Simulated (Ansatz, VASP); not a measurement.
BN: VASP beside Ansatz

```xyz
2
Lattice="0.0000 1.8015 1.8015 1.8015 0.0000 1.8015 1.8015 1.8015 0.0000" Properties=species:S:1:pos:R:3 pbc="T T T"
B     0.0000    0.0000    0.0000
N     2.7022    2.7022    2.7022
```

Change from the starting cell: volume scaled by 0.99.

Alike in both runs: task single point; functional PBEsol; k mesh 13 × 13 × 13; occupations fermi-dirac, width 0.03 eV; no spin polarisation.

|  | VASP | Ansatz |
| --- | --- | --- |
| version | VASP 6.6.1 | Ansatz 0.2.0 |
| potentials or method | VASP PAW PBE potentials, release 64 (B, N), cutoff 520 eV | all-electron LAPW, scalar-relativistic |

```tsv
	VASP	Ansatz	Ansatz less VASP
gap on the k mesh at the Fermi level (eV)	4.36	4.37	+0.008
pressure (GPa)	1.5	0.9	-0.62
```

VASP's potentials were made for PBE, not for PBEsol. Ansatz ran all-electron here, and VASP with PAW potentials.
